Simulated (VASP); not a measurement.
# Be16H (a cell with a defect) in VASP: notebook, part 2 of 2

VASP 6.6.1. The steps go on from the part before.

### Step 5. Single point, PBEsol

Contents of INCAR:

```
  PREC = Accurate
  ENCUT = 520
  EDIFF = 1E-6
  ISMEAR = 0
  SIGMA = 0.15
  LREAL = Auto
  LASPH = T
  NELM = 80
  ALGO = Normal
  ISIF = 2
  LWAVE = F
  LCHARG = F
  GGA = PS
  NBANDS = 30
```

Contents of KPOINTS:

```
regular mesh
0
Gamma
  5 5 3
```

Contents of POSCAR:

```
Be16H
1.0
   -2.2900000000     -3.9663960000      0.0000000000
    3.4350000000     -1.9831980000      0.0000000000
    0.0000000000      0.0000000000      7.1768600000
Be H
16 1
Direct
    0.7363676767      0.4985141134      0.0025884579
    0.5005508071      0.3347771029      0.2512091639
    0.7494458849      0.4985502406      0.4998379514
    0.5004122642      0.3354419462      0.7482720856
    0.5020517706     -0.0009913960     -0.0007761054
    0.2510652707      0.8346053770      0.2528111180
    0.4993937274      0.0044068808      0.4976655529
    0.2534668960      0.8370812786      0.7453471295
    0.2654730681      0.4849246946      0.0033153775
   -0.0006753539      0.3296411760      0.2548119930
    0.2501513930      0.4982712343      0.5000732911
   -0.0009252943      0.3245001677      0.7449359469
   -0.0055934305      0.0160981205      0.0028212895
    0.7473759671      0.8354389999      0.2530123202
   -0.0000508010     -0.0046155267      0.4987426256
    0.7443997555      0.8382056594      0.7446756660
    0.0078405133      0.6620863975      0.9581736303
```

Potentials or basis: VASP PAW PBE potentials, release 64 (Be, H).

On the command line:

```
> cat potpaw_PBE.64/Be/POTCAR potpaw_PBE.64/H/POTCAR > POTCAR
> mpirun -np 1 vasp_std > vasp.out
```

OUTCAR:

```text
PREC = Accurate
   ENCUT = 520
   EDIFF = 1E-6
   ISMEAR = 0
   LREAL = Auto
   LASPH = T
   NELM = 80
   ISIF = 2
   GGA = PS

 ion  position               nearest neighbor table
   1  0.736  0.499  0.003-  17 1.44   9 2.16   2 2.18   4 2.22  14 2.24  13 2.25   5 2.25   5 2.26
                            10 2.28  16 2.29  12 2.31  13 2.37
   2  0.501  0.335  0.251-   9 2.16   1 2.18   7 2.20   3 2.21  11 2.22   5 2.25  14 2.28  10 2.28
                            14 2.29   6 2.29   6 2.29  10 2.30
   3  0.749  0.499  0.500-  10 2.20  12 2.21   4 2.21  16 2.21   2 2.21  14 2.22   7 2.27  15 2.28
                            11 2.29  11 2.29  15 2.30   7 2.31
   4  0.500  0.335  0.748-   9 2.20   3 2.21  11 2.21   1 2.22   7 2.23   5 2.24  16 2.27   8 2.28
                            12 2.28  16 2.29   8 2.29  12 2.30
   5  0.502  0.999  0.999-   9 2.21  16 2.23  14 2.24   4 2.24   8 2.24   2 2.25   6 2.25   1 2.25
                            13 2.26   1 2.26   9 2.31  13 2.33
   6  0.251  0.835  0.253-   7 2.20  15 2.20  11 2.22   5 2.25  13 2.26   9 2.27  14 2.27  10 2.28
                             2 2.29   2 2.29  14 2.31  10 2.31
   7  0.499  0.004  0.498-  14 2.20   6 2.20  16 2.20   2 2.20   8 2.21   4 2.23  11 2.27   3 2.27
                            15 2.29  15 2.29  11 2.31   3 2.31
[... 248 lines left out ...]
      4      -0.2829      2.00000
      5       0.9474      2.00000
      6       1.4967      2.00000
[... 733 lines left out ...]
     27      12.0200      0.00000
     28      12.4396      0.00000

 [... further k-points ...]

 [bands above 28 left out]

------------------------ aborting loop because EDIFF is reached ----------------------------------------

  FORCE on cell =-STRESS in cart. coord.  units (eV):
  Direction    XX          YY          ZZ          XY          YZ          ZX
  --------------------------------------------------------------------------------------
  -------------------------------------------------------------------------------------
  Total       -0.1416543      0.4336487      0.3440653      0.8782994      0.0162942     -0.0418448
  in kB       -1.7407813      5.3290839      4.2281992     10.7933715      0.2002379     -0.5142289
  external PRESSURE =       2.6055006 kB  Pullay stress =       0.0000000 kB

 VOLUME and BASIS-vectors are now :
 -----------------------------------------------------------------------------
  energy-cutoff  :      520.00
  volume of cell :      130.38
      direct lattice vectors                 reciprocal lattice vectors
    -2.290000000 -3.966396000  0.000000000    -0.109170306 -0.189088533  0.000000000
     3.435000000 -1.983198000  0.000000000     0.218340611 -0.126059022  0.000000000
     0.000000000  0.000000000  7.176860000     0.000000000  0.000000000  0.139336702

 POSITION                                       TOTAL-FORCE (eV/Angst)
 -----------------------------------------------------------------------------------
      0.02611     -3.90938      0.01858        -0.023022      0.008476      0.096199
      0.00370     -2.64931      1.80289        -0.005958      0.003602      0.042065
     -0.00371     -3.96132      3.58727         0.000491     -0.001184      0.043198
      0.00630     -2.65008      5.37024         0.002728      0.003732      0.041504
      2.28190     -3.97257      7.17129         0.018945      0.005808      0.034778
      2.29193     -2.65101      1.81439        -0.001009      0.013914      0.015689
[... 9 lines left out ...]
      1.17456     -4.61491      5.34443         0.015295      0.005383      0.036198
      2.25631     -1.34415      6.87668        -0.018498      0.018631     -0.741060
 -----------------------------------------------------------------------------------
    total drift:                                0.000276     -0.000770      0.001373

  FREE ENERGIE OF THE ION-ELECTRON SYSTEM (eV)
  ---------------------------------------------------
  free  energy   TOTEN  =       -65.1205145451 eV

  energy  without entropy=      -65.0926072062  energy(sigma->0) =      -65.10656088
```

stdout:

```text
POSCAR found type information on POSCAR BeH
 POSCAR found :  2 types and      17 ions
 scaLAPACK will be used
 -----------------------------------------------------------------------------
|                                                                             |
|                                                                             |
|     You enforced a specific xc type in the INCAR file but a different       |
|     I HOPE YOU KNOW WHAT YOU ARE DOING!                                     |
|                                                                             |
 -----------------------------------------------------------------------------

 LDA part: xc-table for (Slater+PW92), standard interpolation
 POSCAR, INCAR and KPOINTS ok, starting setup
 FFT: planning ... GRIDC
 FFT: planning ... GRID_SOFT
 FFT: planning ... GRID
 WAVECAR not read
 entering main loop
```

It took 2.2 min on 1 thread of Intel Xeon 6975P-C (Granite Rapids), shared host; peak memory 0.27 GiB.

Results:

```
Free energy   : -65.1205 eV
Pressure      : 0.3 GPa
Largest force : 0.742 eV/Å
```

Forces in eV/Å, atoms in the order of the input:
```
Be  -0.023  0.008  0.096
Be  -0.006  0.004  0.042
Be   0.000 -0.001  0.043
Be   0.003  0.004  0.042
Be   0.019  0.006  0.035
Be  -0.001  0.014  0.016
Be  -0.002  0.000  0.000
Be   0.004 -0.023  0.045
Be   0.048  0.005  0.104
Be   0.028 -0.021  0.032
Be   0.001  0.001  0.048
Be  -0.018  0.007  0.058
Be  -0.028 -0.022  0.103
Be  -0.020 -0.009  0.017
Be  -0.003  0.004  0.023
Be   0.015  0.005  0.036
H   -0.018  0.019 -0.741
```

Levels at points of the mesh, in eV from the Fermi level:
```csv
k point,band 12,band 13,band 14,band 15,band 16,band 17,band 18,band 19,band 20,band 21
"(0.00, 0.00, 0.00)",-4.10,-3.92,-3.51,-0.55,0.25,0.51,0.89,1.02,1.17,1.24
```

Caveat: the PAW data sets were made with another functional, which shifts forces and pressure a little.
